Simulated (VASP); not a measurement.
# Pm (Im-3m) in VASP: single point with r2SCAN

Aim: the single point of Pm with r2SCAN.

All numbers are computed with VASP 6.6.1; they aren't measurements. Logs are shortened: lines on timing, memory, paths and dates and some standing lists are left out, and cuts for length are marked.

## (1) The cell of the first run

Symmetry: Im-3m, No. 229, cubic system. The conventional cell has a = 4.244 Å, b = 4.244 Å, c = 4.244 Å, α = 90.00°, β = 90.00°, γ = 90.00°. Within 4.8 Å of Pm (site symmetry m-3m) lie 14 Pm at 3.68 to 4.24 Å.

This isn't the form of Pm at room conditions, which is double hcp.

## (2) Single point, r2SCAN, collinear spin, ferromagnetic start

POSCAR

```
Pm
1.0
   -2.1220840457      2.1220840457      2.1220840457
    2.1220840457     -2.1220840457      2.1220840457
    2.1220840457      2.1220840457     -2.1220840457
Pm
1
Direct
    0.0000000000      0.0000000000      0.0000000000
```

INCAR.step1

```
PREC = Accurate ; ENCUT = 520
ISMEAR = 0 ; SIGMA = 0.05
LREAL = False ; LASPH = True
NELM = 150 ; ISPIN = 2
MAGMOM = 5.67 ; LMAXMIX = 6
NBANDS = 18 ; GGA = PE
ALGO = Normal ; EDIFF = 1E-4
LWAVE = True ; LCHARG = False
```

INCAR.step2

```
PREC = Accurate ; ENCUT = 520
EDIFF = 1E-7 ; ISMEAR = 0
SIGMA = 0.05 ; LREAL = False
LASPH = True ; NELM = 150
ALGO = Normal ; ISIF = 2
LWAVE = False ; LCHARG = False
ISPIN = 2 ; MAGMOM = 5.67
LORBIT = 11 ; LMAXMIX = 6
METAGGA = R2SCAN ; LMIXTAU = True
NBANDS = 18 ; ISTART = 1
```

KPOINTS

```
Automatic mesh
0
Gamma
  14 14 14
```

Potentials or basis: VASP PAW PBE potentials, release 64 (Pm).

Run with:

```bash
> cat potpaw_PBE.64/Pm/POTCAR > POTCAR
> cp INCAR.step1 INCAR
> mpirun -np 1 vasp_std > vasp.out
> cp INCAR.step2 INCAR
> mpirun -np 1 vasp_std > vasp.out
```

OUTCAR:

```text
PREC = Accurate
   ENCUT = 520
   EDIFF = 1E-7
   ISMEAR = 0
   LREAL = False
   LASPH = True
   NELM = 150
   ISIF = 2
   ISPIN = 2
   LORBIT = 11
   METAGGA = R2SCAN
   ISTART = 1

 ion  position               nearest neighbor table
   1  0.000  0.000  0.000-

  LATTYP: Found a body centered cubic cell.
 ALAT       =     4.2441680914

  Lattice vectors:

 A1 = (  -2.1220840457,   2.1220840457,   2.1220840457)
 A2 = (   2.1220840457,  -2.1220840457,   2.1220840457)
 A3 = (   2.1220840457,   2.1220840457,  -2.1220840457)

Analysis of symmetry for initial positions (statically):
=====================================================================
 Subroutine PRICEL returns:
 Original cell was already a primitive cell.

 Routine SETGRP: Setting up the symmetry group for a
 body centered cubic supercell.

 Subroutine GETGRP returns: Found 48 space group operations
 (whereof 48 operations were pure point group operations)
 out of a pool of 48 trial point group operations.

The static configuration has the point symmetry O_h .

Analysis of symmetry for dynamics (positions and initial velocities):
=====================================================================
 Subroutine PRICEL returns:
 Original cell was already a primitive cell.

 Routine SETGRP: Setting up the symmetry group for a
 body centered cubic supercell.

 Subroutine GETGRP returns: Found 48 space group operations
 (whereof 48 operations were pure point group operations)
 out of a pool of 48 trial point group operations.

The dynamic configuration has the point symmetry O_h .

Analysis of structural, dynamic, and magnetic symmetry:
=====================================================================
 Subroutine PRICEL returns:
 Original cell was already a primitive cell.

 Routine SETGRP: Setting up the symmetry group for a
 body centered cubic supercell.

 Subroutine GETGRP returns: Found 48 space group operations
 (whereof 48 operations were pure point group operations)
 out of a pool of 48 trial point group operations.

The overall configuration has the point symmetry O_h .

 Subroutine INISYM returns: Found 48 space group operations
 (whereof 48 operations are pure point group operations),
 and found     1 'primitive' translations

----------------------------------------------------------------------------------------

                                     Primitive cell

  volume of cell :      38.2250

  direct lattice vectors                    reciprocal lattice vectors
    -2.122084046  2.122084046  2.122084046     0.000000000  0.235617435  0.235617435
     2.122084046 -2.122084046  2.122084046     0.235617435  0.000000000  0.235617435
     2.122084046  2.122084046 -2.122084046     0.235617435  0.235617435  0.000000000

  length of vectors
     3.675557385  3.675557385  3.675557385     0.333213372  0.333213372  0.333213372

  position of ions in fractional coordinates (direct lattice)
     0.000000000  0.000000000  0.000000000

  ion indices of the primitive-cell ions
   primitive index   ion index
                 1           1

----------------------------------------------------------------------------------------

 KPOINTS: Automatic mesh

Automatic generation of k-mesh.
 Grid dimensions read from file:
 generate k-points for:   14   14   14

 Generating k-lattice:

  Cartesian coordinates                     Fractional coordinates (reciprocal lattice)
     0.000000000  0.016829817  0.016829817     0.071428571  0.000000000  0.000000000
     0.016829817  0.000000000  0.016829817     0.000000000  0.071428571  0.000000000
     0.016829817  0.016829817  0.000000000     0.000000000  0.000000000  0.071428571

  Length of vectors
     0.023800955  0.023800955  0.023800955

  Shift w.r.t. Gamma in fractional coordinates (k-lattice)
     0.000000000  0.000000000  0.000000000

 Subroutine IBZKPT returns following result:
 ===========================================

 Found    104 irreducible k-points:

 Following reciprocal coordinates:
            Coordinates               Weight
  0.000000  0.000000  0.000000      1.000000
  0.071429  0.000000  0.000000     12.000000
  0.142857  0.000000  0.000000     12.000000
  0.214286  0.000000  0.000000     12.000000
  0.285714  0.000000  0.000000     12.000000
  0.357143  0.000000  0.000000     12.000000
[... 16 lines left out ...]
  0.285714  0.285714  0.000000     24.000000
  0.357143  0.285714 -0.000000     24.000000
 [... further k-points ...]
   k-points           NKPTS =    104   k-points in BZ     NKDIM =    104   number of bands    NBANDS=     18
   number of dos      NEDOS =    301   number of ions     NIONS =      1
   total plane-waves  NPLWV =  21952
   dimension x,y,z NGX =    28 NGY =   28 NGZ =   28
   dimension x,y,z NGXF=    56 NGYF=   56 NGZF=   56
   ions per type =               1
   NGX,Y,Z   is equivalent  to a cutoff of  12.66, 12.66, 12.66 a.u.
   NGXF,Y,Z  is equivalent  to a cutoff of  25.33, 25.33, 25.33 a.u.
 SYSTEM =  unknown system
   PREC   = accura    normal or accurate (medium, high low for compatibility)
   ISTART =      1    job   : 0-new  1-cont  2-samecut
   ICHARG =      0    charge: 1-file 2-atom 10-const
   ISPIN  =      2    spin polarized calculation?
   LNONCOLLINEAR =      F non collinear calculations
   LSORBIT =      F    spin-orbit coupling
   LASPH  =      T    aspherical Exc in radial PAW
   ENCUT  =  520.0 eV  38.22 Ry    6.18 a.u.   6.83  6.83  6.83*2*pi/ulx,y,z
   NELM   =    150;   NELMIN=  2; NELMDL=  0     # of ELM steps
   EDIFF  = 0.1E-06   stopping-criterion for ELM
   LREAL  =      F    real-space projection
   EDIFFG = 0.1E-05   stopping-criterion for IOM
   NSW    =      0    number of steps for IOM
   IBRION =     -1    ionic relax: 0-MD 1-quasi-New 2-CG
   NFREE  =      0    steps in history (QN), initial steepest desc. (CG)
   ISIF   =      2    stress and relaxation
   ISYM   =      2    0-nonsym 1-usesym 2-fastsym
   POTIM  = 0.5000    time-step for ionic-motion
   TEBEG  =    0.0;   TEEND  =   0.0 temperature during run
   PSTRESS=    0.0 pullay stress
   NELECT =      15.0000    total number of electrons
   NUPDOWN=      -1.0000    fix difference up-down
   EMIN   =  10.00;   EMAX   =-10.00  energy-range for DOS
   EFERMI =   0.00;   METHOD = LEGACY
   ISMEAR =     0;   SIGMA  =   0.05  broadening in eV -4-tet -1-fermi 0-gaus
   EFERMI_NEDOS =   21; number of points for ismear=-14 and -15
   IALGO  =     38    algorithm
   IMIX   =      4    mixing-type and parameters
     AMIX     =   0.40;   BMIX     =  1.00
     AMIX_MAG =   1.60;   BMIX_MAG =  1.00
  volume/ion in A,a.u.               =      38.23       257.96
  Fermi-wavevector in a.u.,A,eV,Ry     =   1.198550  2.264930 19.545056  1.436521
  Thomas-Fermi vector in A             =   2.334436
   LORBIT       =     11    0 simple, 1 ext, 2 COOP (PROOUT), +10 PAW based schemes
   METAGGA = R2SCAN    functional components
   LHFCALC =     F    Hartree Fock is set to
   AEXX    =    0.0000 exact exchange contribution
   IVDW    =     0    specifies the selected vdW correction
   LEPSILON=     F    determine dielectric tensor
   LRPA    =     F    only Hartree local field effects (RPA)
 spin polarized calculation
 Gauss-broadening in eV      SIGMA  =   0.05
  energy-cutoff  :      520.00
  volume of cell :       38.23
 maximum number of plane-waves:      1055
   NGX = 13   NGY = 13   NGZ = 13

 number of electron      14.9999995 magnetization       5.3694852

 Free energy of the ion-electron system (eV)
  ---------------------------------------------------
  ext. energy  EPLUGINS =         0.00000000
  ---------------------------------------------------
  free energy    TOTEN  =       -34.80758687 eV

  energy without entropy =      -34.80131623  energy(sigma->0) =      -34.80445155

 E-fermi :   5.2128     XC(G=0):  -9.9320

 val. band max:        5.2108463748   @ k =   0.4286   0.0714   0.0000
 cond. band min:       5.2131099000   @ k =   0.2857   0.2143   0.0714
 fundamental gap:      0.0022635252
 Fermi energy:         5.2128450948

 spin component 1

 k-point     1 :       0.0000    0.0000    0.0000
  band No.  band energies     occupation
      1     -35.4552      1.00000
      2     -14.8586      1.00000
      3     -14.8579      1.00000
      4     -14.8579      1.00000
      5       0.4624      1.00000
      6       2.7594      1.00000
[... 10 lines left out ...]
     17       8.7782      0.00000
     18      15.4511      0.00000

 k-point     2 :       0.0714    0.0000    0.0000
  band No.  band energies     occupation
      1     -35.4510      1.00000
      2     -14.8992      1.00000
      3     -14.8698      1.00000
      4     -14.8586      1.00000
      5       0.6061      1.00000
      6       2.7492      1.00000
[... 10 lines left out ...]
     17       8.7898      0.00000
     18      15.5803      0.00000
[... 442 lines left out ...]
 k-point    24 :       0.3571    0.2857   -0.0000
  band No.  band energies     occupation
      1     -35.3633      1.00000
      2     -15.4399      1.00000
      3     -15.3217      1.00000
      4     -14.9524      1.00000
      5       2.5871      1.00000
      6       3.3025      1.00000
[... 10 lines left out ...]
     17      12.0342      0.00000
     18      13.2694      0.00000

 [... further k-points ...]

 spin component 2

 k-point     1 :       0.0000    0.0000    0.0000
  band No.  band energies     occupation
      1     -33.0043      1.00000
      2     -13.0687      1.00000
      3     -13.0687      1.00000
      4     -13.0685      1.00000
      5       2.0720      1.00000
      6       7.5309      0.00000
[... 10 lines left out ...]
     17      10.0747      0.00000
     18      16.7204      0.00000

 k-point     2 :       0.0714    0.0000    0.0000
  band No.  band energies     occupation
      1     -32.9997      1.00000
      2     -13.1131      1.00000
      3     -13.0818      1.00000
      4     -13.0690      1.00000
      5       2.2166      1.00000
      6       7.4454      0.00000
[... 10 lines left out ...]
     17      10.1032      0.00000
     18      16.8489      0.00000
[... 442 lines left out ...]
 k-point    24 :       0.3571    0.2857   -0.0000
  band No.  band energies     occupation
      1     -32.8989      1.00000
      2     -13.7004      1.00000
      3     -13.5734      1.00000
      4     -13.1720      1.00000
      5       5.5717      0.00000
      6       6.2617      0.00000
[... 10 lines left out ...]
     17      13.7050      0.00000
     18      14.6579      0.00000

 [... further k-points ...]

------------------------ aborting loop because EDIFF is reached ----------------------------------------

  FORCE on cell =-STRESS in cart. coord.  units (eV):
  Direction    XX          YY          ZZ          XY          YZ          ZX
  --------------------------------------------------------------------------------------
  -------------------------------------------------------------------------------------
  Total       -0.1225343     -0.1225343     -0.1225343      0.0000000      0.0000000     -0.0000000
  in kB       -5.1359466     -5.1359466     -5.1359466      0.0000000      0.0000000     -0.0000000
  external PRESSURE =      -5.1359466 kB  Pullay stress =       0.0000000 kB

 VOLUME and BASIS-vectors are now :
 -----------------------------------------------------------------------------
  energy-cutoff  :      520.00
  volume of cell :       38.23
      direct lattice vectors                 reciprocal lattice vectors
    -2.122084046  2.122084046  2.122084046     0.000000000  0.235617435  0.235617435
     2.122084046 -2.122084046  2.122084046     0.235617435  0.000000000  0.235617435
     2.122084046  2.122084046 -2.122084046     0.235617435  0.235617435  0.000000000

 POSITION                                       TOTAL-FORCE (eV/Angst)
 -----------------------------------------------------------------------------------
      0.00000      0.00000      0.00000        -0.000000     -0.000000      0.000000
 -----------------------------------------------------------------------------------
    total drift:                               -0.000000     -0.000000     -0.000000

  FREE ENERGIE OF THE ION-ELECTRON SYSTEM (eV)
  ---------------------------------------------------
  free  energy   TOTEN  =       -34.8075868673 eV

  energy  without entropy=      -34.8013162262  energy(sigma->0) =      -34.80445155

 total charge

# of ion       s       p       d       f       tot
--------------------------------------------------
    1        2.054   5.519   0.478   4.273  12.324

 magnetization (x)

# of ion       s       p       d       f       tot
--------------------------------------------------
    1       -0.017   0.040   0.246   4.266   4.535
```

Wall time 6.2 min (1 thread of Intel Xeon Platinum 8559C (Emerald Rapids), shared host); peak memory 0.27 GiB.

Results:

```yaml
Free_energy: -34.8076 eV
Pressure: -0.5 GPa
Net_moment: 5.37 μB per cell
Site_moments: Pm +4.54 μB
Valence_electrons_inside_the_program's_atomic_spheres: Pm 12.32
```

Caveat: the magnetic or orbital state may not be the lowest; the PAW data sets were made with another functional, which shifts forces and pressure a little; spin-orbit coupling is left out, which moves the levels of the heavy elements; semilocal functionals describe open f shells poorly, which spoils levels, moments and volumes. The state reached can hang on the start; a lower one may exist.
